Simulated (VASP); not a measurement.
# BN (P3m1) in VASP: single point with PBEsol

Aim: the single point of BN with PBEsol.

Program: VASP 6.6.1. These are calculated values, not measurements. Logs are shortened: lines on timing, memory, paths and dates and some standing lists are left out, and cuts for length are marked.

## 1. The cell of the first run

It takes space group P3m1 (No. 156, trigonal). Conventional cell: a = 2.510 Å, b = 2.510 Å, c = 6.690 Å, α = 90.00°, β = 90.00°, γ = 120.00°. Within 1.9 Å of B (site symmetry 3m) lie 3 N at 1.45 Å. Within 1.9 Å of B (site symmetry 3m) lie 3 N at 1.46 Å. Within 1.9 Å of N (site symmetry 3m) lie 3 B at 1.46 Å. Within 1.9 Å of N (site symmetry 3m) lie 3 B at 1.45 Å.

## 2. Single point, PBEsol (one atom moved)

Contents of INCAR:

```
SYSTEM = BN
PREC     = Accurate       ! precision mode
ENCUT    = 520            ! plane-wave cutoff, eV
EDIFF    = 1E-7           ! SCF threshold, eV
ISMEAR   = 0              ! smearing method
SIGMA    = 0.02           ! smearing width, eV
LREAL    = .False.        ! projectors in reciprocal space
LASPH    = .True.         ! aspherical terms in the spheres
NELM     = 100            ! most SCF steps
ALGO     = Normal         ! electronic algorithm
ISIF     = 2              ! what is computed and relaxed
LWAVE    = .False.        ! write WAVECAR
LCHARG   = .True.         ! write CHGCAR
GGA      = PS             ! functional
LELF     = .True.         ! ELF
LVHAR    = .True.       
NBANDS   = 16             ! bands
```

Contents of KPOINTS:

```
Automatic mesh
0
Gamma
  12 12 4
  0 0 0
```

Contents of POSCAR:

```
BN
1.0
    2.5099983704      0.0000000000      0.0000000000
   -1.2549991852      2.1737223522      0.0000000000
    0.0000000000      0.0000000000      6.6900000000
B N
2 2
Direct
    0.0000000000      0.0000000000      0.5000000000
    0.3333333333      0.6666666667      0.0224215247
    0.0000000000      0.0000000000      0.0000000000
    0.6666666667      0.3333333333      0.5000000000
```

Potentials or basis: VASP PAW PBE potentials, release 64 (B, N).

Command:

```bash
> cat potpaw_PBE.64/B/POTCAR potpaw_PBE.64/N/POTCAR > POTCAR
> mpirun -np 1 vasp_std > vasp.out
```

OUTCAR:

```text
SYSTEM = BN
   PREC = Accurate
   ENCUT = 520
   EDIFF = 1E-7
   ISMEAR = 0
   LREAL = .False.
   LASPH = .True.
   NELM = 100
   ISIF = 2
   GGA = PS

 ion  position               nearest neighbor table
   1  0.000  0.000  0.500-   4 1.45   4 1.45   4 1.45
   2  0.333  0.667  0.022-   3 1.46   3 1.46   3 1.46
   3  0.000  0.000  0.000-   2 1.46   2 1.46   2 1.46
   4  0.667  0.333  0.500-   1 1.45   1 1.45   1 1.45

  LATTYP: Found a hexagonal cell.
 ALAT       =     2.5099983704
 C/A-ratio  =     2.6653403759

  Lattice vectors:

 A1 = (   2.5099983704,   0.0000000000,   0.0000000000)
 A2 = (  -1.2549991852,   2.1737223522,   0.0000000000)
 A3 = (   0.0000000000,   0.0000000000,   6.6900000000)

Analysis of symmetry for initial positions (statically):
=====================================================================
 Subroutine PRICEL returns:
 Original cell was already a primitive cell.

 Routine SETGRP: Setting up the symmetry group for a
 hexagonal supercell.

 Subroutine GETGRP returns: Found  6 space group operations
 (whereof  6 operations were pure point group operations)
 out of a pool of 24 trial point group operations.

The static configuration has the point symmetry C_3v.

Analysis of symmetry for dynamics (positions and initial velocities):
=====================================================================
 Subroutine PRICEL returns:
 Original cell was already a primitive cell.

 Routine SETGRP: Setting up the symmetry group for a
 hexagonal supercell.

 Subroutine GETGRP returns: Found  6 space group operations
 (whereof  6 operations were pure point group operations)
 out of a pool of 24 trial point group operations.

The dynamic configuration has the point symmetry C_3v.

 Subroutine INISYM returns: Found  6 space group operations
 (whereof  6 operations are pure point group operations),
 and found     1 'primitive' translations

----------------------------------------------------------------------------------------

                                     Primitive cell

  volume of cell :      36.5009

  direct lattice vectors                    reciprocal lattice vectors
     2.509998370  0.000000000  0.000000000     0.398406633  0.230020177  0.000000000
    -1.254999185  2.173722352  0.000000000     0.000000000  0.460040354  0.000000000
     0.000000000  0.000000000  6.690000000     0.000000000  0.000000000  0.149476831

  length of vectors
     2.509998370  2.509998370  6.690000000     0.460040354  0.460040354  0.149476831

  position of ions in fractional coordinates (direct lattice)
     0.000000000  0.000000000  0.500000000
     0.333333333  0.666666667  0.022421525
     0.000000000  0.000000000  0.000000000
     0.666666667  0.333333333  0.500000000

  ion indices of the primitive-cell ions
   primitive index   ion index
                 1           1
                 2           2
                 3           3
                 4           4

----------------------------------------------------------------------------------------

 KPOINTS: Automatic mesh

Automatic generation of k-mesh.
 Grid dimensions read from file:
 generate k-points for:   12   12    4

 Generating k-lattice:

  Cartesian coordinates                     Fractional coordinates (reciprocal lattice)
     0.033200553  0.019168348  0.000000000     0.083333333 -0.000000000  0.000000000
     0.000000000  0.038336696  0.000000000     0.000000000  0.083333333  0.000000000
     0.000000000  0.000000000  0.037369208     0.000000000  0.000000000  0.250000000

  Length of vectors
     0.038336696  0.038336696  0.037369208

  Shift w.r.t. Gamma in fractional coordinates (k-lattice)
     0.000000000  0.000000000  0.000000000

 Subroutine IBZKPT returns following result:
 ===========================================

 Found     69 irreducible k-points:

 Following reciprocal coordinates:
            Coordinates               Weight
  0.000000  0.000000  0.000000      1.000000
  0.083333  0.000000  0.000000      6.000000
  0.166667  0.000000  0.000000      6.000000
  0.250000  0.000000  0.000000      6.000000
  0.333333  0.000000  0.000000      6.000000
  0.416667  0.000000  0.000000      6.000000
[... 16 lines left out ...]
  0.166667  0.000000  0.250000      6.000000
  0.000000  0.166667  0.250000      6.000000
 [... further k-points ...]
   k-points           NKPTS =     69   k-points in BZ     NKDIM =     69   number of bands    NBANDS=     16
   number of dos      NEDOS =    301   number of ions     NIONS =      4
   total plane-waves  NPLWV =  20000
   dimension x,y,z NGX =    20 NGY =   20 NGZ =   50
   dimension x,y,z NGXF=    40 NGYF=   40 NGZF=  100
   ions per type =               2   2
   NGX,Y,Z   is equivalent  to a cutoff of  13.25, 13.25, 12.42 a.u.
   NGXF,Y,Z  is equivalent  to a cutoff of  26.49, 26.49, 24.85 a.u.
 SYSTEM =  BN
   PREC   = accura    normal or accurate (medium, high low for compatibility)
   ISTART =      0    job   : 0-new  1-cont  2-samecut
   ICHARG =      2    charge: 1-file 2-atom 10-const
   ISPIN  =      1    spin polarized calculation?
   LNONCOLLINEAR =      F non collinear calculations
   LSORBIT =      F    spin-orbit coupling
   LASPH  =      T    aspherical Exc in radial PAW
   ENCUT  =  520.0 eV  38.22 Ry    6.18 a.u.   4.67  4.67 12.44*2*pi/ulx,y,z
   NELM   =    100;   NELMIN=  2; NELMDL= -5     # of ELM steps
   EDIFF  = 0.1E-06   stopping-criterion for ELM
   LREAL  =      F    real-space projection
   EDIFFG = 0.1E-05   stopping-criterion for IOM
   NSW    =      0    number of steps for IOM
   IBRION =     -1    ionic relax: 0-MD 1-quasi-New 2-CG
   NFREE  =      0    steps in history (QN), initial steepest desc. (CG)
   ISIF   =      2    stress and relaxation
   ISYM   =      2    0-nonsym 1-usesym 2-fastsym
   POTIM  = 0.5000    time-step for ionic-motion
   TEBEG  =    0.0;   TEEND  =   0.0 temperature during run
   PSTRESS=    0.0 pullay stress
   NELECT =      16.0000    total number of electrons
   NUPDOWN=      -1.0000    fix difference up-down
   EMIN   =  10.00;   EMAX   =-10.00  energy-range for DOS
   EFERMI =   0.00;   METHOD = LEGACY
   ISMEAR =     0;   SIGMA  =   0.02  broadening in eV -4-tet -1-fermi 0-gaus
   EFERMI_NEDOS =   21; number of points for ismear=-14 and -15
   IALGO  =     38    algorithm
   IMIX   =      4    mixing-type and parameters
     AMIX     =   0.40;   BMIX     =  1.00
     AMIX_MAG =   1.60;   BMIX_MAG =  1.00
  volume/ion in A,a.u.               =       9.13        61.58
  Fermi-wavevector in a.u.,A,eV,Ry     =   1.243599  2.350061 21.041925  1.546538
  Thomas-Fermi vector in A             =   2.377902
   LORBIT       =      0    0 simple, 1 ext, 2 COOP (PROOUT), +10 PAW based schemes
   GGA     = PS    functional components
   LHFCALC =     F    Hartree Fock is set to
   AEXX    =    0.0000 exact exchange contribution
   IVDW    =     0    specifies the selected vdW correction
   LEPSILON=     F    determine dielectric tensor
   LRPA    =     F    only Hartree local field effects (RPA)
 non-spin polarized calculation
 Gauss-broadening in eV      SIGMA  =   0.02
  energy-cutoff  :      520.00
  volume of cell :       36.50
 maximum number of plane-waves:      1000
 NGX is ok and might be reduce to    20
   NGX =  9   NGY =  9   NGZ = 25

 number of electron      15.9999998 magnetization

 Free energy of the ion-electron system (eV)
  ---------------------------------------------------
  ext. energy  EPLUGINS =         0.00000000
  ---------------------------------------------------
  free energy    TOTEN  =       -36.41458755 eV

  energy without entropy =      -36.41458755  energy(sigma->0) =      -36.41458755

 E-fermi :   2.2557     XC(G=0): -10.2572

 val. band max:        2.1151207995   @ k =   0.3333   0.3333   0.5000
 cond. band min:       6.2653829198   @ k =   0.5000   0.0000   0.2500
 fundamental gap:      4.1502621204
 Fermi energy:         2.2556735562

 k-point     1 :       0.0000    0.0000    0.0000
  band No.  band energies     occupation
      1     -15.5994      2.00000
      2     -15.3072      2.00000
      3      -4.1350      2.00000
      4      -1.9868      2.00000
      5       0.8116      2.00000
      6       0.8116      2.00000
[... 8 lines left out ...]
     15      14.1143      0.00000
     16      15.1931      0.00000

 k-point     2 :       0.0833    0.0000    0.0000
  band No.  band energies     occupation
      1     -15.4632      2.00000
      2     -15.1755      2.00000
      3      -3.9485      2.00000
      4      -1.8228      2.00000
      5       0.2502      2.00000
      6       0.3685      2.00000
[... 8 lines left out ...]
     15      14.2643      0.00000
     16      15.1103      0.00000

 k-point     3 :       0.1667    0.0000    0.0000
  band No.  band energies     occupation
      1     -15.0615      2.00000
      2     -14.7878      2.00000
      3      -3.3959      2.00000
      4      -1.3715      2.00000
      5      -1.1657      2.00000
      6      -1.0211      2.00000
[... 8 lines left out ...]
     15      15.8247      0.00000
     16      15.9738      0.00000

 k-point     4 :       0.2500    0.0000    0.0000
  band No.  band energies     occupation
      1     -14.4207      2.00000
      2     -14.1715      2.00000
      3      -2.9702      2.00000
      4      -2.8754      2.00000
      5      -2.4746      2.00000
      6      -0.8113      2.00000
[... 8 lines left out ...]
     15      17.2895      0.00000
     16      17.8213      0.00000
[... 324 lines left out ...]
 k-point    22 :       0.0000    0.0833    0.2500
  band No.  band energies     occupation
      1     -15.4248      2.00000
      2     -15.2182      2.00000
      3      -3.6996      2.00000
      4      -2.2011      2.00000
      5       0.2531      2.00000
      6       0.3706      2.00000
[... 8 lines left out ...]
     15      14.3114      0.00000
     16      15.1128      0.00000

 k-point    23 :       0.1667    0.0000    0.2500
  band No.  band energies     occupation
      1     -15.0250      2.00000
      2     -14.8284      2.00000
      3      -3.1571      2.00000
      4      -1.7290      2.00000
      5      -1.1433      2.00000
      6      -1.0387      2.00000
[... 8 lines left out ...]
     15      15.6830      0.00000
     16      15.8205      0.00000

 k-point    24 :       0.0000    0.1667    0.2500
  band No.  band energies     occupation
      1     -15.0250      2.00000
      2     -14.8284      2.00000
      3      -3.1556      2.00000
      4      -1.7375      2.00000
      5      -1.1559      2.00000
      6      -1.0174      2.00000
[... 8 lines left out ...]
     15      15.6846      0.00000
     16      15.8197      0.00000

 [... further k-points ...]

------------------------ aborting loop because EDIFF is reached ----------------------------------------

  FORCE on cell =-STRESS in cart. coord.  units (eV):
  Direction    XX          YY          ZZ          XY          YZ          ZX
  --------------------------------------------------------------------------------------
  -------------------------------------------------------------------------------------
  Total       -0.5244240     -0.5244240     -0.2062655      0.0000000      0.0000000      0.0000000
  in kB      -23.0191619    -23.0191619     -9.0538564      0.0000000      0.0000000      0.0000000
  external PRESSURE =     -18.3640601 kB  Pullay stress =       0.0000000 kB

 VOLUME and BASIS-vectors are now :
 -----------------------------------------------------------------------------
  energy-cutoff  :      520.00
  volume of cell :       36.50
      direct lattice vectors                 reciprocal lattice vectors
     2.509998370  0.000000000  0.000000000     0.398406633  0.230020177  0.000000000
    -1.254999185  2.173722352  0.000000000     0.000000000  0.460040354  0.000000000
     0.000000000  0.000000000  6.690000000     0.000000000  0.000000000  0.149476831

 POSITION                                       TOTAL-FORCE (eV/Angst)
 -----------------------------------------------------------------------------------
      0.00000      0.00000      3.34500        -0.000000     -0.000000      0.112202
     -0.00000      1.44915      0.15000        -0.000000      0.000000     -2.048146
      0.00000      0.00000      0.00000        -0.000000      0.000000      2.019952
      1.25500      0.72457      3.34500         0.000000     -0.000000     -0.084009
 -----------------------------------------------------------------------------------
    total drift:                               -0.000002      0.000001     -0.000275

  FREE ENERGIE OF THE ION-ELECTRON SYSTEM (eV)
  ---------------------------------------------------
  free  energy   TOTEN  =       -36.4145875468 eV

  energy  without entropy=      -36.4145875468  energy(sigma->0) =      -36.41458755
```

It took 24 s on 1 thread of AMD EPYC 9R45 (Zen 5), shared host; peak memory 0.13 GiB.

What came out:

| Property | Result |
| --- | --- |
| Free energy | -36.4146 eV |
| Pressure | -1.8 GPa |
| Largest force | 2.048 eV/Å |
| Band gap on the k mesh | 4.15 eV, indirect (least direct gap 4.33 eV) |

Forces on the atoms (eV/Å):
```
B    0.000  0.000  0.112
B    0.000  0.000 -2.048
N    0.000  0.000  2.020
N    0.000  0.000 -0.084
```

Caveat: the cell differs from its parent crystal (one atom moved); the PAW data sets were made with another functional, which shifts forces and pressure a little; this functional lacks dispersion, which binds the layers, so the pressure and a relaxed spacing across them are unreliable. A k mesh can miss the band edges.
